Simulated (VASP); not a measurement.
A run of VASP 6.6.1:

INCAR

```
SYSTEM = C
  ALGO = Normal
  EDIFF = 1E-7
  EDIFFG = -0.01
  ENCUT = 600
  GGA = PE
  IBRION = 2
  ISIF = 4
  ISMEAR = 0
  LASPH = .True.
  LCHARG = .False.
  LREAL = .False.
  LWAVE = .False.
  NELECT = 49.0
  NELM = 100
  NSW = 50
  PREC = Accurate
  SIGMA = 0.02
```

File KPOINTS:

```
k-points
0
Gamma
  12 12 2
  0 0 0
```

POSCAR

```
C
1.0
    2.5454329574      0.0000000000      0.0000000000
   -1.2727164787      2.2044096047      0.0000000000
    0.0000000000      0.0000000000     12.5519880633
C
12
Direct
    0.0000000000      0.0000000000      0.1868577048
    0.0000000000      0.0000000000      0.6868577048
    0.0000000000      0.0000000000      0.3131422952
    0.0000000000      0.0000000000      0.8131422952
    0.3333333333      0.6666666667      0.5207667974
    0.6666666667      0.3333333333      0.0207667974
    0.3333333333      0.6666666667      0.9792332026
    0.6666666667      0.3333333333      0.4792332026
    0.3333333333      0.6666666667      0.6450902117
    0.6666666667      0.3333333333      0.1450902117
    0.3333333333      0.6666666667      0.8549097883
    0.6666666667      0.3333333333      0.3549097883
```

Potentials or basis: VASP PAW PBE potentials, release 64 (C).

The run is started by

```bash
$ cat potpaw_PBE.64/C/POTCAR > POTCAR
$ mpirun -np 1 vasp_std > vasp.out
```

Hardware: 1 thread of Intel Xeon 8259CL, with other jobs on the host.

Problem. Estimate the wall time of this run.

Solution. Run time: 12 min on 1 thread of Intel Xeon 8259CL, on a shared host, peak memory 0.23 GiB. Counts: scf iterations 54, k points 38, ion steps 7.
